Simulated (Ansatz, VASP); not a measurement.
# Two plane-wave programs on ZnO

```
Zn O
1.0
     2.64617    0.00000    0.00000
     0.00000    2.64617    0.00000
     0.00000    0.00000    2.64617
Zn O
1 1
Direct
  0.00000 0.00000 0.00000
  0.50000 0.50000 0.50000
```

Alike in both runs: task single point; functional PBE-based screened hybrid; k mesh 4 × 4 × 4; occupations fermi-dirac, width 0.02 eV; no spin polarisation.

|  | VASP | Ansatz |
| --- | --- | --- |
| version | VASP 6.6.1 | Ansatz 0.2.0 |
| potentials or method | VASP PAW PBE potentials, release 64 (Zn, O) | plane waves |
| plane-wave cutoff (eV) | 520 | 420 |
| valence electrons in the cell | 18 | 18 |

Ansatz gave:

```
pressure (GPa) : 6.2
```

Question: What did VASP give for the same quantities?

Answer: Pressure (GPa): 7.2.

VASP's potentials were made for PBE, not for PBE-based screened hybrid. The functional is the same, so the differences come from potentials, cutoffs and numerics. Ansatz's warnings: filled band counts differ across k points, stress exchange threshold loose, stress scf threshold loose.

The k mesh is coarse, so the values compare programs but aren't converged.
